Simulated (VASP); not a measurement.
# GaN: single point with r2SCAN

GaN:

```xyz
2
Lattice="0.0000 2.3436 2.3436 2.3436 0.0000 2.3436 2.3436 2.3436 0.0000" Properties=species:S:1:pos:R:3 pbc="T T T"
Ga    0.0000    0.0000    0.0000
N     3.5155    3.5155    3.5155
```

This cell differs from its parent crystal: strain +0.040 along x and y, +0.040 along z.

| Property | Result |
| --- | --- |
| Program | VASP 6.6.1 |
| Task | single point |
| Functional | r2SCAN |
| Potentials or basis | VASP PAW PBE potentials, release 64 (Ga_d, N) |
| Cutoff | 520 eV |
| k mesh | 10 × 10 × 10 |
| Occupations | gaussian, width 0.05 eV |
| Spin | no spin polarisation |
| Dipole correction | no |
| Further INCAR settings | ALGO = Normal; EDIFF = 1e-06; NBANDS = 16 |

The pressure is -17.8 GPa. The band gap on the k mesh is 1.34 eV.

Levels at points of the mesh, in eV from the valence-band top:
```tsv
k point	band 7	band 8	band 9	band 10	band 11	band 12
(0.00, 0.00, 0.00)	0.00	0.00	0.00	1.34	10.24	10.24
(0.50, 0.00, 0.00)	-6.43	-0.86	-0.86	4.33	8.80	10.36
(0.50, 0.50, 0.00)	-5.75	-2.39	-2.39	3.71	6.49	11.73
```

It took 40 s on 1 thread of Intel(R) Xeon(R) 6975P-C (Granite Rapids), with other jobs on the host, peak memory 0.17 GiB.

Caveat: the cell differs from its parent crystal (strain +0.040 along x and y, +0.040 along z); the cell stands under tension; the PAW data sets were made with another functional, which shifts forces and pressure a little.
